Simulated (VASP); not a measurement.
Set up this calculation in VASP 6.6.1, as the native input.

```yaml
Task: relaxation of cell and atoms
Functional: PBE
Potentials_or_basis: VASP PAW PBE potentials, release 64 (Cl)
Cutoff: 500 eV
k_mesh: 17 × 17 × 17
Occupations: fermi-dirac, width 0.02 eV
Spin: no spin polarisation
Dipole_correction: no
Further_INCAR_settings: ALGO = Normal; EDIFF = 1e-07; IBRION = 2; EDIFFG = -0.02; NSW = 80; ISIF = 3
```

The structure of Cl lies in POSCAR:

```
Cl
1.0
    0.0000000000      2.2350000000      2.2350000000
    2.2350000000      0.0000000000      2.2350000000
    2.2350000000      2.2350000000      0.0000000000
Cl
1
Direct
    0.0000000000      0.0000000000      0.0000000000
```

The input as run:

INCAR

```
  ALGO = Normal
  EDIFF = 1E-7
  EDIFFG = -0.02
  ENCUT = 500
  GGA = PE
  GGA_COMPAT = False
  IBRION = 2
  ISIF = 3
  ISMEAR = -1
  LASPH = True
  LCHARG = False
  LREAL = False
  LWAVE = False
  NELM = 120
  NELMIN = 4
  NSW = 80
  PREC = Accurate
  SIGMA = 0.02
```

KPOINTS

```
k-points
0
Gamma
  17 17 17
```

Potentials or basis: VASP PAW PBE potentials, release 64 (Cl).

The run is started by

```bash
$ cat potpaw_PBE.64/Cl/POTCAR > POTCAR
$ mpirun -np 1 vasp_std > vasp.out
```

Results of the run:

* Relaxed volume: 21.13 Å³/atom
* Relaxed cell: a = 3.103 Å, b = 3.103 Å, c = 3.103 Å, α = 60.00°, β = 60.00°, γ = 60.00°
* Space group after relaxing (to 0.1 Å): Fm-3m (No. 225)
* Energy gained by relaxing: 6.4 meV/atom
* Ionic steps: 3
* Pressure after relaxing: 0.0 GPa
* Band gap on the k mesh: zero (an odd number of electrons rules out a gap without spin polarisation)

Caveat: an odd number of electrons without spin polarisation forces a metal; a magnetic or distorted state may lie lower.

Run time: 19 s on 1 thread of Intel(R) Xeon(R) Platinum 8488C (Sapphire Rapids), with other jobs on the host, peak memory 0.14 GiB.
